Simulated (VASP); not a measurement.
# ZnS (F-43m) in VASP: a series of runs

ZnS is run at these levels: r2SCAN; tasks: single point, relaxation of cell and atoms.

All numbers are computed with VASP 6.6.1; they aren't measurements. Logs are shortened: lines on timing, memory, paths and dates and some standing lists are left out, and cuts for length are marked.

### 1 The cell of the first run

The structure is cubic, space group F-43m (No. 216). Conventional cell: a = 5.495 Å, b = 5.495 Å, c = 5.495 Å, α = 90.00°, β = 90.00°, γ = 90.00°. Within 3.1 Å of Zn (site symmetry -43m) lie 4 S at 2.38 Å. S (site symmetry -43m) has 4 Zn at 2.38 Å within 3.1 Å.

### 2 Single point, r2SCAN (volume scaled by 1.06)

Contents of POSCAR:

```
ZnS
1.0
    0.0000000000      2.7473787879      2.7473787879
    2.7473787879      0.0000000000      2.7473787879
    2.7473787879      2.7473787879      0.0000000000
Zn S
1 1
Direct
    0.2500000000      0.2500000000      0.2500000000
    0.0000000000      0.0000000000      0.0000000000
```

Contents of INCAR.step1:

```
PREC = Accurate ; ENCUT = 520
ISMEAR = 0 ; SIGMA = 0.02
LREAL = False ; LASPH = True
NELM = 80 ; NBANDS = 16
GGA = PE ; ALGO = Normal
EDIFF = 1E-4 ; LWAVE = True
LCHARG = False
```

Contents of INCAR.step2:

```
PREC = Accurate ; ENCUT = 520
EDIFF = 1E-6 ; ISMEAR = 0
SIGMA = 0.02 ; LREAL = False
LASPH = True ; NELM = 80
ALGO = Normal ; ISIF = 2
LWAVE = False ; LCHARG = False
METAGGA = R2SCAN ; LMIXTAU = True
NBANDS = 16 ; ISTART = 1
```

Contents of KPOINTS:

```
Automatic mesh
0
Gamma
  8 8 8
```

Potentials or basis: VASP PAW PBE potentials, release 64 (Zn, S).

The run is started by

```sh
> cat potpaw_PBE.64/Zn/POTCAR potpaw_PBE.64/S/POTCAR > POTCAR
> cp INCAR.step1 INCAR
> mpirun -np 1 vasp_std > vasp.out
> cp INCAR.step2 INCAR
> mpirun -np 1 vasp_std > vasp.out
```

OUTCAR:

```text
PREC = Accurate
   ENCUT = 520
   EDIFF = 1E-6
   ISMEAR = 0
   LREAL = False
   LASPH = True
   NELM = 80
   ISIF = 2
   METAGGA = R2SCAN
   ISTART = 1

 ion  position               nearest neighbor table
   1  0.250  0.250  0.250-   2 2.38   2 2.38   2 2.38   2 2.38
   2  0.000  0.000  0.000-   1 2.38   1 2.38   1 2.38   1 2.38

  LATTYP: Found a face centered cubic cell.
 ALAT       =     5.4947575758

  Lattice vectors:

 A1 = (   0.0000000000,   2.7473787879,   2.7473787879)
 A2 = (   2.7473787879,   0.0000000000,   2.7473787879)
 A3 = (   2.7473787879,   2.7473787879,   0.0000000000)

Analysis of symmetry for initial positions (statically):
=====================================================================
 Subroutine PRICEL returns:
 Original cell was already a primitive cell.

 Routine SETGRP: Setting up the symmetry group for a
 face centered cubic supercell.

 Subroutine GETGRP returns: Found 24 space group operations
 (whereof 24 operations were pure point group operations)
 out of a pool of 48 trial point group operations.

The static configuration has the point symmetry T_d .

Analysis of symmetry for dynamics (positions and initial velocities):
=====================================================================
 Subroutine PRICEL returns:
 Original cell was already a primitive cell.

 Routine SETGRP: Setting up the symmetry group for a
 face centered cubic supercell.

 Subroutine GETGRP returns: Found 24 space group operations
 (whereof 24 operations were pure point group operations)
 out of a pool of 48 trial point group operations.

The dynamic configuration has the point symmetry T_d .

 Subroutine INISYM returns: Found 24 space group operations
 (whereof 24 operations are pure point group operations),
 and found     1 'primitive' translations

----------------------------------------------------------------------------------------

                                     Primitive cell

  volume of cell :      41.4749

  direct lattice vectors                    reciprocal lattice vectors
     0.000000000  2.747378788  2.747378788    -0.181991650  0.181991650  0.181991650
     2.747378788  0.000000000  2.747378788     0.181991650 -0.181991650  0.181991650
     2.747378788  2.747378788  0.000000000     0.181991650  0.181991650 -0.181991650

  length of vectors
     3.885380343  3.885380343  3.885380343     0.315218785  0.315218785  0.315218785

  position of ions in fractional coordinates (direct lattice)
     0.250000000  0.250000000  0.250000000
     0.000000000  0.000000000  0.000000000

  ion indices of the primitive-cell ions
   primitive index   ion index
                 1           1
                 2           2

----------------------------------------------------------------------------------------

 KPOINTS: Automatic mesh

Automatic generation of k-mesh.
 Grid dimensions read from file:
 generate k-points for:    8    8    8

 Generating k-lattice:

  Cartesian coordinates                     Fractional coordinates (reciprocal lattice)
    -0.022748956  0.022748956  0.022748956     0.125000000  0.000000000  0.000000000
     0.022748956 -0.022748956  0.022748956     0.000000000  0.125000000  0.000000000
     0.022748956  0.022748956 -0.022748956     0.000000000  0.000000000  0.125000000

  Length of vectors
     0.039402348  0.039402348  0.039402348

  Shift w.r.t. Gamma in fractional coordinates (k-lattice)
     0.000000000  0.000000000  0.000000000

 Subroutine IBZKPT returns following result:
 ===========================================

 Found     29 irreducible k-points:

 Following reciprocal coordinates:
            Coordinates               Weight
  0.000000  0.000000  0.000000      1.000000
  0.125000  0.000000  0.000000      8.000000
  0.250000  0.000000  0.000000      8.000000
  0.375000  0.000000  0.000000      8.000000
  0.500000  0.000000  0.000000      4.000000
  0.125000  0.125000  0.000000      6.000000
[... 16 lines left out ...]
  0.500000  0.250000  0.125000     48.000000
 -0.375000  0.250000  0.125000     24.000000
 [... further k-points ...]
   k-points           NKPTS =     29   k-points in BZ     NKDIM =     29   number of bands    NBANDS=     16
   number of dos      NEDOS =    301   number of ions     NIONS =      2
   total plane-waves  NPLWV =  27000
   dimension x,y,z NGX =    30 NGY =   30 NGZ =   30
   dimension x,y,z NGXF=    60 NGYF=   60 NGZF=   60
   ions per type =               1   1
   NGX,Y,Z   is equivalent  to a cutoff of  12.84, 12.84, 12.84 a.u.
   NGXF,Y,Z  is equivalent  to a cutoff of  25.67, 25.67, 25.67 a.u.
 SYSTEM =  unknown system
   PREC   = accura    normal or accurate (medium, high low for compatibility)
   ISTART =      1    job   : 0-new  1-cont  2-samecut
   ICHARG =      0    charge: 1-file 2-atom 10-const
   ISPIN  =      1    spin polarized calculation?
   LNONCOLLINEAR =      F non collinear calculations
   LSORBIT =      F    spin-orbit coupling
   LASPH  =      T    aspherical Exc in radial PAW
   ENCUT  =  520.0 eV  38.22 Ry    6.18 a.u.   7.22  7.22  7.22*2*pi/ulx,y,z
   NELM   =     80;   NELMIN=  2; NELMDL=  0     # of ELM steps
   EDIFF  = 0.1E-05   stopping-criterion for ELM
   LREAL  =      F    real-space projection
   EDIFFG = 0.1E-04   stopping-criterion for IOM
   NSW    =      0    number of steps for IOM
   IBRION =     -1    ionic relax: 0-MD 1-quasi-New 2-CG
   NFREE  =      0    steps in history (QN), initial steepest desc. (CG)
   ISIF   =      2    stress and relaxation
   ISYM   =      2    0-nonsym 1-usesym 2-fastsym
   POTIM  = 0.5000    time-step for ionic-motion
   TEBEG  =    0.0;   TEEND  =   0.0 temperature during run
   PSTRESS=    0.0 pullay stress
   NELECT =      18.0000    total number of electrons
   NUPDOWN=      -1.0000    fix difference up-down
   EMIN   =  10.00;   EMAX   =-10.00  energy-range for DOS
   EFERMI =   0.00;   METHOD = LEGACY
   ISMEAR =     0;   SIGMA  =   0.02  broadening in eV -4-tet -1-fermi 0-gaus
   EFERMI_NEDOS =   21; number of points for ismear=-14 and -15
   IALGO  =     38    algorithm
   IMIX   =      4    mixing-type and parameters
     AMIX     =   0.40;   BMIX     =  1.00
     AMIX_MAG =   1.60;   BMIX_MAG =  1.00
  volume/ion in A,a.u.               =      20.74       139.94
  Fermi-wavevector in a.u.,A,eV,Ry     =   1.239473  2.342265 20.902545  1.536294
  Thomas-Fermi vector in A             =   2.373955
   LORBIT       =      0    0 simple, 1 ext, 2 COOP (PROOUT), +10 PAW based schemes
   METAGGA = R2SCAN    functional components
   LHFCALC =     F    Hartree Fock is set to
   AEXX    =    0.0000 exact exchange contribution
   IVDW    =     0    specifies the selected vdW correction
   LEPSILON=     F    determine dielectric tensor
   LRPA    =     F    only Hartree local field effects (RPA)
 non-spin polarized calculation
 Gauss-broadening in eV      SIGMA  =   0.02
  energy-cutoff  :      520.00
  volume of cell :       41.47
 maximum number of plane-waves:      1139
 NGX is ok and might be reduce to    30
   NGX = 15   NGY = 15   NGZ = 15

 number of electron      17.9999996 magnetization

 Free energy of the ion-electron system (eV)
  ---------------------------------------------------
  ext. energy  EPLUGINS =         0.00000000
  ---------------------------------------------------
  free energy    TOTEN  =       -18.83542423 eV

  energy without entropy =      -18.83542423  energy(sigma->0) =      -18.83542423

 E-fermi :   1.4897     XC(G=0): -10.0336

 val. band max:        1.3752407973   @ k =   0.0000   0.0000   0.0000
 cond. band min:       3.8196140717   @ k =   0.0000   0.0000   0.0000
 fundamental gap:      2.4443732744
 Fermi energy:         1.4897474113

 k-point     1 :       0.0000    0.0000    0.0000
  band No.  band energies     occupation
      1     -11.9525      2.00000
      2      -4.9391      2.00000
      3      -4.9391      2.00000
      4      -4.9391      2.00000
      5      -4.4558      2.00000
      6      -4.4558      2.00000
[... 8 lines left out ...]
     15      13.6199      0.00000
     16      13.6199      0.00000

 k-point     2 :       0.1250    0.0000    0.0000
  band No.  band energies     occupation
      1     -11.8433      2.00000
      2      -4.9313      2.00000
      3      -4.9192      2.00000
      4      -4.9192      2.00000
      5      -4.4571      2.00000
      6      -4.4571      2.00000
[... 8 lines left out ...]
     15      13.0271      0.00000
     16      14.4200      0.00000

 k-point     3 :       0.2500    0.0000    0.0000
  band No.  band energies     occupation
      1     -11.5601      2.00000
      2      -4.8751      2.00000
      3      -4.8751      2.00000
      4      -4.8677      2.00000
      5      -4.4543      2.00000
      6      -4.4543      2.00000
[... 8 lines left out ...]
     15      12.8334      0.00000
     16      13.9890      0.00000

 k-point     4 :       0.3750    0.0000    0.0000
  band No.  band energies     occupation
      1     -11.2422      2.00000
      2      -4.8388      2.00000
      3      -4.8388      2.00000
      4      -4.6391      2.00000
      5      -4.4403      2.00000
      6      -4.4402      2.00000
[... 8 lines left out ...]
     15      13.9576      0.00000
     16      13.9576      0.00000
[... 324 lines left out ...]
 k-point    22 :       0.3750    0.2500    0.1250
  band No.  band energies     occupation
      1     -11.3391      2.00000
      2      -4.8882      2.00000
      3      -4.8104      2.00000
      4      -4.7806      2.00000
      5      -4.4745      2.00000
      6      -4.4223      2.00000
[... 8 lines left out ...]
     15      14.6648      0.00000
     16      16.8381      0.00000

 k-point    23 :       0.5000    0.2500    0.1250
  band No.  band energies     occupation
      1     -11.0745      2.00000
      2      -4.8188      2.00000
      3      -4.7783      2.00000
      4      -4.6187      2.00000
      5      -4.4388      2.00000
      6      -4.3885      2.00000
[... 8 lines left out ...]
     15      15.6182      0.00000
     16      16.2074      0.00000

 k-point    24 :      -0.3750    0.2500    0.1250
  band No.  band energies     occupation
      1     -10.9571      2.00000
      2      -4.8065      2.00000
      3      -4.7599      2.00000
      4      -4.4995      2.00000
      5      -4.4448      2.00000
      6      -4.2160      2.00000
[... 8 lines left out ...]
     15      15.3267      0.00000
     16      16.1365      0.00000

 [... further k-points ...]

------------------------ aborting loop because EDIFF is reached ----------------------------------------

  FORCE on cell =-STRESS in cart. coord.  units (eV):
  Direction    XX          YY          ZZ          XY          YZ          ZX
  --------------------------------------------------------------------------------------
  -------------------------------------------------------------------------------------
  Total       -1.0376760     -1.0376760     -1.0376760      0.0000000      0.0000000      0.0000000
  in kB      -40.0854472    -40.0854472    -40.0854472      0.0000000      0.0000000      0.0000000
  external PRESSURE =     -40.0854472 kB  Pullay stress =       0.0000000 kB

 VOLUME and BASIS-vectors are now :
 -----------------------------------------------------------------------------
  energy-cutoff  :      520.00
  volume of cell :       41.47
      direct lattice vectors                 reciprocal lattice vectors
     0.000000000  2.747378788  2.747378788    -0.181991650  0.181991650  0.181991650
     2.747378788  0.000000000  2.747378788     0.181991650 -0.181991650  0.181991650
     2.747378788  2.747378788  0.000000000     0.181991650  0.181991650 -0.181991650

 POSITION                                       TOTAL-FORCE (eV/Angst)
 -----------------------------------------------------------------------------------
      1.37369      1.37369      1.37369         0.000000      0.000000      0.000000
      0.00000      0.00000      0.00000        -0.000000     -0.000000     -0.000000
 -----------------------------------------------------------------------------------
    total drift:                               -0.000017     -0.000017     -0.000017

  FREE ENERGIE OF THE ION-ELECTRON SYSTEM (eV)
  ---------------------------------------------------
  free  energy   TOTEN  =       -18.8354242265 eV

  energy  without entropy=      -18.8354242265  energy(sigma->0) =      -18.83542423
```

Run time: 40 s. Hardware: 1 thread of Intel Xeon 6975P-C (Granite Rapids), shared host; peak memory 0.17 GiB.

What came out:

* Free energy: -18.8354 eV
* Pressure: -4.0 GPa
* Band gap on the k mesh: 2.44 eV, direct

Caveat: the PAW data sets were made with another functional, which shifts forces and pressure a little.

### 3 Single point, r2SCAN (volume scaled by 1.10)

Contents of POSCAR:

```
ZnS
1.0
    0.0000000000      2.7815112070      2.7815112070
    2.7815112070      0.0000000000      2.7815112070
    2.7815112070      2.7815112070      0.0000000000
Zn S
1 1
Direct
    0.2500000000      0.2500000000      0.2500000000
    0.0000000000      0.0000000000      0.0000000000
```

Contents of INCAR.step1:

```
ALGO = Normal
EDIFF = 1E-4
ENCUT = 520
GGA = PE
ISMEAR = 0
LASPH = True
LCHARG = False
LREAL = False
LWAVE = True
NBANDS = 16
NELM = 80
PREC = Accurate
SIGMA = 0.02
```

Contents of INCAR.step2:

```
ALGO = Normal
EDIFF = 1E-6
ENCUT = 520
ISIF = 2
ISMEAR = 0
ISTART = 1
LASPH = True
LCHARG = False
LMIXTAU = True
LREAL = False
LWAVE = False
METAGGA = R2SCAN
NBANDS = 16
NELM = 80
PREC = Accurate
SIGMA = 0.02
```

Contents of KPOINTS:

```
k-points
0
Gamma
  8 8 8
```

Potentials or basis: VASP PAW PBE potentials, release 64 (Zn, S).

The run is started by

```sh
> cat potpaw_PBE.64/Zn/POTCAR potpaw_PBE.64/S/POTCAR > POTCAR
> cp INCAR.step1 INCAR
> mpirun -np 1 vasp_std > vasp.out
> cp INCAR.step2 INCAR
> mpirun -np 1 vasp_std > vasp.out
```

Run time: 45 s. Hardware: 1 thread of Intel Xeon 6975P-C (Granite Rapids), shared host; peak memory 0.17 GiB.

It converged, with:

| Quantity | Value |
| --- | --- |
| Free energy | -18.7856 eV |
| Pressure | -6.1 GPa |
| Band gap on the k mesh | 2.28 eV, direct |

Levels at points of the mesh, in eV from the valence-band top:
```
           k point  band 7  band 8  band 9  band 10  band 11  band 12
(0.00, 0.00, 0.00)    0.00    0.00    0.00     2.28     6.95     6.95
(0.50, 0.00, 0.00)   -4.83   -0.77   -0.77     3.63     7.43     7.43
(0.50, 0.50, 0.00)   -4.27   -1.97   -1.97     3.90     4.46    11.12
```

Caveat: the PAW data sets were made with another functional, which shifts forces and pressure a little.

[end of part 1 of 2]
